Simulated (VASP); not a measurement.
# Hf3H in VASP: single point with PBE

Aim: the single point of Hf3H with PBE.

Program: VASP 6.6.1. These are calculated values, not measurements. Logs are shortened: lines on timing, memory, paths and dates and some standing lists are left out, and cuts for length are marked.

### 1 The cell of the first run

The cell holds a slab with vacuum, 4 atoms: a = 3.070 Å, b = 3.070 Å, c = 20.281 Å, α = 90.00°, β = 90.00°, γ = 109.47°.

### 2 Single point, PBE

Input file INCAR:

```
SYSTEM = Hf3H
PREC = Accurate
ENCUT = 520
EDIFF = 1E-6
ISMEAR = 0
SIGMA = 0.1
LREAL = .False.
LASPH = .True.
NELM = 100
ALGO = Normal
ISIF = 2
LWAVE = .False.
LCHARG = .False.
LDIPOL = .True.
IDIPOL = 3
DIPOL = 0.5 0.5 0.360
GGA = PE
NBANDS = 24
```

Input file KPOINTS:

```
Automatic mesh
0
Gamma
  9 9 1
  0 0 0
```

Input file POSCAR:

```
Hf3H
1.0
    3.0697355021      0.0000000000      0.0000000000
   -1.0232451674      2.8941743867      0.0000000000
    0.0000000000      0.0000000000     20.2814081478
Hf H
3 1
Direct
    0.5000000000      0.5000000000      0.1972249644
    0.0000000000      0.0000000000      0.3153436029
    0.5000000000      0.5000000000      0.4329782273
    0.5000000000      1.0000000000      0.4961984869
```

Potentials or basis: VASP PAW PBE potentials, release 64 (Hf_pv, H).

On the command line:

```sh
cat potpaw_PBE.64/Hf_pv/POTCAR potpaw_PBE.64/H/POTCAR > POTCAR
mpirun -np 1 vasp_std > vasp.out
```

OUTCAR:

```text
SYSTEM = Hf3H
   PREC = Accurate
   ENCUT = 520
   EDIFF = 1E-6
   ISMEAR = 0
   LREAL = .False.
   LASPH = .True.
   NELM = 100
   ISIF = 2
   GGA = PE

 ion  position               nearest neighbor table
   1  0.500  0.500  0.197-   2 2.98   2 2.98   2 3.47   2 3.47
   2  0.000  0.000  0.315-   3 2.97   3 2.97   1 2.98   1 2.98   3 3.46   3 3.46   1 3.47   1 3.47

   3  0.500  0.500  0.433-   4 2.00   4 2.00   2 2.97   2 2.97   2 3.46   2 3.46
   4  0.500  0.000  0.496-   3 2.00   3 2.00

  LATTYP: Found a base centered orthorhombic cell.
 ALAT       =     3.5446252370
 B/A-ratio  =     1.4142135624
 C/A-ratio  =     5.7217355268

  Lattice vectors:

 A1 = (   3.0697355021,   0.0000000000,   0.0000000000)
 A2 = (  -1.0232451674,   2.8941743867,   0.0000000000)
 A3 = (   0.0000000000,   0.0000000000,  20.2814081478)

Analysis of symmetry for initial positions (statically):
=====================================================================
 Subroutine PRICEL returns:
 Original cell was already a primitive cell.

 Routine SETGRP: Setting up the symmetry group for a
 base centered orthorhombic supercell.

 Subroutine GETGRP returns: Found  2 space group operations
 (whereof  2 operations were pure point group operations)
 out of a pool of  8 trial point group operations.

The static configuration has the point symmetry C_2 .

Analysis of symmetry for dynamics (positions and initial velocities):
=====================================================================
 Subroutine PRICEL returns:
 Original cell was already a primitive cell.

 Routine SETGRP: Setting up the symmetry group for a
 base centered orthorhombic supercell.

 Subroutine GETGRP returns: Found  2 space group operations
 (whereof  2 operations were pure point group operations)
 out of a pool of  8 trial point group operations.

The dynamic configuration has the point symmetry C_2 .

 Subroutine INISYM returns: Found  2 space group operations
 (whereof  2 operations are pure point group operations),
 and found     1 'primitive' translations

----------------------------------------------------------------------------------------

                                     Primitive cell

  volume of cell :     180.1871

  direct lattice vectors                    reciprocal lattice vectors
     3.069735502  0.000000000  0.000000000     0.325760965  0.115173894  0.000000000
    -1.023245167  2.894174387  0.000000000     0.000000000  0.345521681  0.000000000
     0.000000000  0.000000000 20.281408148     0.000000000  0.000000000  0.049306241

  length of vectors
     3.069735502  3.069735502 20.281408148     0.345521681  0.345521681  0.049306241

  position of ions in fractional coordinates (direct lattice)
     0.500000000  0.500000000  0.197224964
     0.000000000  0.000000000  0.315343603
     0.500000000  0.500000000  0.432978227
     0.500000000  0.000000000  0.496198487

  ion indices of the primitive-cell ions
   primitive index   ion index
                 1           1
                 2           2
                 3           3
                 4           4

----------------------------------------------------------------------------------------

 KPOINTS: Automatic mesh

Automatic generation of k-mesh.
 Grid dimensions read from file:
 generate k-points for:    9    9    1

 Generating k-lattice:

  Cartesian coordinates                     Fractional coordinates (reciprocal lattice)
     0.036195663  0.012797099  0.000000000     0.111111111  0.000000000  0.000000000
     0.000000000  0.038391298  0.000000000     0.000000000  0.111111111  0.000000000
     0.000000000  0.000000000  0.049306241     0.000000000  0.000000000  1.000000000

  Length of vectors
     0.038391298  0.038391298  0.049306241

  Shift w.r.t. Gamma in fractional coordinates (k-lattice)
     0.000000000  0.000000000  0.000000000

 Subroutine IBZKPT returns following result:
 ===========================================

 Found     41 irreducible k-points:

 Following reciprocal coordinates:
            Coordinates               Weight
  0.000000  0.000000  0.000000      1.000000
  0.111111  0.000000  0.000000      2.000000
  0.000000  0.111111  0.000000      2.000000
  0.222222  0.000000  0.000000      2.000000
  0.000000  0.222222  0.000000      2.000000
  0.333333  0.000000  0.000000      2.000000
[... 16 lines left out ...]
 -0.111111  0.111111  0.000000      2.000000
  0.222222  0.222222  0.000000      2.000000
 [... further k-points ...]
   k-points           NKPTS =     41   k-points in BZ     NKDIM =     41   number of bands    NBANDS=     24
   number of dos      NEDOS =    301   number of ions     NIONS =      4
   total plane-waves  NPLWV =  92160
   dimension x,y,z NGX =    24 NGY =   24 NGZ =  160
   dimension x,y,z NGXF=    48 NGYF=   48 NGZF=  320
   ions per type =               3   1
   NGX,Y,Z   is equivalent  to a cutoff of  13.00, 13.00, 13.12 a.u.
   NGXF,Y,Z  is equivalent  to a cutoff of  26.00, 26.00, 26.23 a.u.
 SYSTEM =  Hf3H
   PREC   = accura    normal or accurate (medium, high low for compatibility)
   ISTART =      0    job   : 0-new  1-cont  2-samecut
   ICHARG =      2    charge: 1-file 2-atom 10-const
   ISPIN  =      1    spin polarized calculation?
   LNONCOLLINEAR =      F non collinear calculations
   LSORBIT =      F    spin-orbit coupling
   LASPH  =      T    aspherical Exc in radial PAW
   ENCUT  =  520.0 eV  38.22 Ry    6.18 a.u.   5.71  5.71 37.71*2*pi/ulx,y,z
   NELM   =    100;   NELMIN=  2; NELMDL= -5     # of ELM steps
   EDIFF  = 0.1E-05   stopping-criterion for ELM
   LREAL  =      F    real-space projection
   EDIFFG = 0.1E-04   stopping-criterion for IOM
   NSW    =      0    number of steps for IOM
   IBRION =     -1    ionic relax: 0-MD 1-quasi-New 2-CG
   NFREE  =      0    steps in history (QN), initial steepest desc. (CG)
   ISIF   =      2    stress and relaxation
   ISYM   =      2    0-nonsym 1-usesym 2-fastsym
   POTIM  = 0.5000    time-step for ionic-motion
   TEBEG  =    0.0;   TEEND  =   0.0 temperature during run
   PSTRESS=    0.0 pullay stress
   NELECT =      31.0000    total number of electrons
   NUPDOWN=      -1.0000    fix difference up-down
   EMIN   =  10.00;   EMAX   =-10.00  energy-range for DOS
   EFERMI =   0.00;   METHOD = LEGACY
   ISMEAR =     0;   SIGMA  =   0.10  broadening in eV -4-tet -1-fermi 0-gaus
   EFERMI_NEDOS =   21; number of points for ismear=-14 and -15
   IALGO  =     38    algorithm
   IMIX   =      4    mixing-type and parameters
     AMIX     =   0.40;   BMIX     =  1.00
     AMIX_MAG =   1.60;   BMIX_MAG =  1.00
  volume/ion in A,a.u.               =      45.05       303.99
  Fermi-wavevector in a.u.,A,eV,Ry     =   0.910516  1.720625 11.279760  0.829039
  Thomas-Fermi vector in A             =   2.034687
   LORBIT       =      0    0 simple, 1 ext, 2 COOP (PROOUT), +10 PAW based schemes
   GGA     = PE    functional components
   LHFCALC =     F    Hartree Fock is set to
   AEXX    =    0.0000 exact exchange contribution
   IVDW    =     0    specifies the selected vdW correction
   LEPSILON=     F    determine dielectric tensor
   LRPA    =     F    only Hartree local field effects (RPA)
 non-spin polarized calculation
 Gauss-broadening in eV      SIGMA  =   0.10
  energy-cutoff  :      520.00
  volume of cell :      180.19
 maximum number of plane-waves:      4883
   NGX = 11   NGY = 11   NGZ = 75

 dipolmoment           0.000000      0.000000     -0.002232 electrons x Angstroem

 number of electron      31.0000002 magnetization

 dipolmoment           0.000000      0.000000      0.010349 electrons x Angstroem

 Free energy of the ion-electron system (eV)
  ---------------------------------------------------
  ext. energy  EPLUGINS =         0.00000000
  ---------------------------------------------------
  free energy    TOTEN  =       -31.50423988 eV

  energy without entropy =      -31.47163957  energy(sigma->0) =      -31.48793973

 E-fermi :  -0.8316     XC(G=0):  -5.1698

 val. band max:       -0.8330825511   @ k =  -0.4444   0.4444   0.0000
 cond. band min:      -0.8214318984   @ k =   0.0000   0.1111   0.0000
 fundamental gap:      0.0116506527
 Fermi energy:        -0.8315586717

 k-point     1 :       0.0000    0.0000    0.0000
  band No.  band energies     occupation
      1     -31.6658      2.00000
      2     -31.5107      2.00000
      3     -31.1810      2.00000
      4     -31.0868      2.00000
      5     -31.0307      2.00000
      6     -30.8993      2.00000
[... 16 lines left out ...]
     23       3.0071      0.00000
     24       3.1749      0.00000

 k-point     2 :       0.1111    0.0000    0.0000
  band No.  band energies     occupation
      1     -31.6460      2.00000
      2     -31.5117      2.00000
      3     -31.2229      2.00000
      4     -31.1406      2.00000
      5     -31.0659      2.00000
      6     -30.9291      2.00000
[... 16 lines left out ...]
     23       2.8382      0.00000
     24       3.0985      0.00000

 k-point     3 :       0.0000    0.1111    0.0000
  band No.  band energies     occupation
      1     -31.6454      2.00000
      2     -31.5108      2.00000
      3     -31.2272      2.00000
      4     -31.1323      2.00000
      5     -31.0614      2.00000
      6     -30.9420      2.00000
[... 16 lines left out ...]
     23       2.8963      0.00000
     24       3.1608      0.00000

 k-point     4 :       0.2222    0.0000    0.0000
  band No.  band energies     occupation
      1     -31.5985      2.00000
      2     -31.5192      2.00000
      3     -31.3740      2.00000
      4     -31.2959      2.00000
      5     -31.1045      2.00000
      6     -30.9690      2.00000
[... 16 lines left out ...]
     23       2.9114      0.00000
     24       2.9934      0.00000

 k-point     5 :       0.0000    0.2222    0.0000
  band No.  band energies     occupation
      1     -31.5969      2.00000
      2     -31.5156      2.00000
      3     -31.3819      2.00000
      4     -31.2839      2.00000
      5     -31.0958      2.00000
      6     -30.9948      2.00000
[... 16 lines left out ...]
     23       2.9569      0.00000
     24       3.0184      0.00000

 k-point     6 :       0.3333    0.0000    0.0000
  band No.  band energies     occupation
      1     -31.6075      2.00000
      2     -31.5601      2.00000
      3     -31.4968      2.00000
      4     -31.4611      2.00000
      5     -31.1244      2.00000
      6     -30.9935      2.00000
[... 16 lines left out ...]
     23       3.2782      0.00000
     24       3.7089      0.00000
[... 379 lines left out ...]
 k-point    21 :      -0.2222    0.1111    0.0000
  band No.  band energies     occupation
      1     -31.6086      2.00000
      2     -31.4908      2.00000
      3     -31.3374      2.00000
      4     -31.2554      2.00000
      5     -31.1618      2.00000
      6     -31.0310      2.00000
[... 16 lines left out ...]
     23       2.1887      0.00000
     24       3.0029      0.00000

 k-point    22 :       0.1111   -0.2222    0.0000
  band No.  band energies     occupation
      1     -31.6070      2.00000
      2     -31.4885      2.00000
      3     -31.3464      2.00000
      4     -31.2412      2.00000
      5     -31.1524      2.00000
      6     -31.0552      2.00000
[... 16 lines left out ...]
     23       2.1325      0.00000
     24       3.1258      0.00000

 k-point    23 :      -0.1111    0.1111    0.0000
  band No.  band energies     occupation
      1     -31.6437      2.00000
      2     -31.4971      2.00000
      3     -31.2163      2.00000
      4     -31.1231      2.00000
      5     -31.1186      2.00000
      6     -30.9917      2.00000
[... 16 lines left out ...]
     23       2.4587      0.00000
     24       2.6198      0.00000

 k-point    24 :       0.2222    0.2222    0.0000
  band No.  band energies     occupation
      1     -31.5538      2.00000
      2     -31.5085      2.00000
      3     -31.4355      2.00000
      4     -31.3649      2.00000
      5     -31.3172      2.00000
      6     -31.1963      2.00000
[... 16 lines left out ...]
     23       4.0820      0.00000
     24       4.1460      0.00000

 [... further k-points ...]

------------------------ aborting loop because EDIFF is reached ----------------------------------------

 vacuum level on the upper side and lower side of the slab       (xc-potential included)         0.089        -0.117

  FORCE on cell =-STRESS in cart. coord.  units (eV):
  Direction    XX          YY          ZZ          XY          YZ          ZX
  --------------------------------------------------------------------------------------
  -------------------------------------------------------------------------------------
  Total       -0.9036629     -0.2583089      0.8884547     -0.4026606      0.0000000      0.0000000
  in kB       -8.0351373     -2.2968163      7.8999096     -3.5803535      0.0000000      0.0000000
  external PRESSURE =      -0.8106813 kB  Pullay stress =       0.0000000 kB

 VOLUME and BASIS-vectors are now :
 -----------------------------------------------------------------------------
  energy-cutoff  :      520.00
  volume of cell :      180.19
      direct lattice vectors                 reciprocal lattice vectors
     3.069735502  0.000000000  0.000000000     0.325760965  0.115173894  0.000000000
    -1.023245167  2.894174387  0.000000000     0.000000000  0.345521681  0.000000000
     0.000000000  0.000000000 20.281408148     0.000000000  0.000000000  0.049306241

 POSITION                                       TOTAL-FORCE (eV/Angst)
 -----------------------------------------------------------------------------------
      1.02325      1.44709      4.00000         0.000000      0.000000     -0.011173
      0.00000      0.00000      6.39561        -0.000000      0.000000     -0.359555
      1.02325      1.44709      8.78141         0.000000      0.000000      0.372740
      1.53487      0.00000     10.06360         0.000000      0.000000     -0.002012
 -----------------------------------------------------------------------------------
    total drift:                               -0.000000     -0.000000     -0.001220

  FREE ENERGIE OF THE ION-ELECTRON SYSTEM (eV)
  ---------------------------------------------------
  free  energy   TOTEN  =       -31.5042398819 eV

  energy  without entropy=      -31.4716395691  energy(sigma->0) =      -31.48793973

 vacuum level on the upper side and lower side of the slab         3.629         3.414
```

Wall time 6 min (1 thread of Intel Xeon 6975P-C (Granite Rapids), shared host); peak memory 0.38 GiB.

Results:

| Quantity | Value |
| --- | --- |
| Free energy | -31.5042 eV |
| Largest force | 0.373 eV/Å |

Forces on the atoms (eV/Å):
```
Hf   0.000  0.000 -0.011
Hf   0.000  0.000 -0.360
Hf   0.000  0.000  0.373
H    0.000  0.000 -0.002
```

Levels at points of the mesh, in eV from the Fermi level:
```tsv
k point	band 13	band 14	band 15	band 16	band 17	band 18	band 19	band 20
(0.00, 0.00, 0.00)	-2.08	-0.45	0.01	0.12	1.08	1.28	1.53	1.81
```

Caveat: spin-orbit coupling is left out, which moves the levels of the heavy elements.
